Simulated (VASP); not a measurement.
A run of VASP 6.6.1 is set up as follows.

The input INCAR:

```
PREC = Accurate
ENCUT = 520
EDIFF = 1E-6
ISMEAR = 0
SIGMA = 0.02
LREAL = Auto
LASPH = True
NELM = 80
ALGO = Normal
ISIF = 2
LWAVE = False
LCHARG = False
GGA = PS
IBRION = 2
NSW = 80
EDIFFG = -0.03
```

KPOINTS

```
Automatic mesh
0
Gamma
  2 2 1
```

Contents of POSCAR:

```
HC2
1.0
    5.0487420000      0.0000000000      0.0000000000
    0.0000000000      5.0487420000      0.0000000000
    0.0000000000      0.0000000000     16.1647000000
H C
10 20
Selective dynamics
Direct
    0.4277868800      0.0000000000      0.0618632000  F F F
    0.0722131600      0.0000000000      0.0618632000  F F F
    0.9277869200      0.0000000000      0.0618632000  F F F
    0.5722132000      0.0000000000      0.0618632000  F F F
    0.4277868800      0.5000000400      0.0618632000  F F F
    0.0722131600      0.5000000400      0.0618632000  F F F
    0.9277869200      0.5000000400      0.0618632000  F F F
    0.5722132000      0.5000000400      0.0618632000  F F F
    0.8333334000      0.6666667200      0.3003272600  T T T
    1.0833334200      0.1989689800      0.3485805500  T T T
    0.2500000200      0.0000000000      0.1011277700  F F F
    0.7500000600      0.0000000000      0.1011277700  F F F
    0.2500000200      0.5000000400      0.1011277700  F F F
    0.7500000600      0.5000000400      0.1011277700  F F F
    0.2500000200      0.2500000200      0.1563406700  F F F
    0.7500000600      0.2500000200      0.1563406700  F F F
    0.2500000200      0.7500000600      0.1563406700  F F F
    0.7500000600      0.7500000600      0.1563406700  F F F
    0.0000000000      0.2500000200      0.2115535700  T T T
    0.5000000400      0.2500000200      0.2115535700  T T T
    0.0000000000      0.7500000600      0.2115535700  T T T
    0.5000000400      0.7500000600      0.2115535700  T T T
    0.0000000000      0.0000000000      0.2667664700  T T T
    0.5000000400      0.0000000000      0.2667664700  T T T
    0.0000000000      0.5000000400      0.2667664700  T T T
    0.5000000400      0.5000000400      0.2667664700  T T T
    0.2500000200      0.0969069000      0.3195048500  T T T
    0.7500000600      0.0969069000      0.3195048500  T T T
    0.2500000200      0.4030931400      0.2972341000  T T T
    0.7500000600      0.4030931400      0.2972341000  T T T
```

Potentials or basis: VASP PAW PBE potentials, release 64 (H, C).

The run is started by

```sh
$ cat potpaw_PBE.64/H/POTCAR potpaw_PBE.64/C/POTCAR > POTCAR
$ mpirun -np 1 vasp_std > vasp.out
```

Question: Predict the energy gained by relaxing.

Answer: 359.5 meV/atom.

Question: Predict the band gap on the k mesh.

Answer: Zero (bands 45 and 46 overlap by 0.28 eV).

Final structure:
```
H C
1.0
     5.04874    0.00000    0.00000
     0.00000    5.04874    0.00000
     0.00000    0.00000   16.16470
H C
10 20
Cartesian
  2.1598 0.0000 1.0000
  0.3646 0.0000 1.0000
  4.6842 0.0000 1.0000
  2.8890 0.0000 1.0000
  2.1598 2.5244 1.0000
  0.3646 2.5244 1.0000
  4.6842 2.5244 1.0000
  2.8890 2.5244 1.0000
  3.7864 2.4644 6.1694
  1.2655 0.0687 6.1737
  1.2622 0.0000 1.6347
  3.7866 0.0000 1.6347
  1.2622 2.5244 1.6347
  3.7866 2.5244 1.6347
  1.2622 1.2622 2.5272
  3.7866 1.2622 2.5272
  1.2622 3.7866 2.5272
  3.7866 3.7866 2.5272
  0.0004 1.2619 3.3498
  2.5245 1.2619 3.3490
  0.0004 3.7862 3.4876
  2.5245 3.7865 3.4871
  5.0359 0.0691 4.3321
  2.5387 0.0691 4.3309
  0.0138 2.4559 4.3303
  2.5116 2.4556 4.3299
  1.2637 0.4697 5.1464
  3.7871 0.4790 5.0290
  1.2632 2.0462 5.0272
  3.7867 2.0566 5.1455
```

Caveat: the k points lie up to 0.62 Å⁻¹ apart; there is no dipole correction, which matters where the two faces differ.
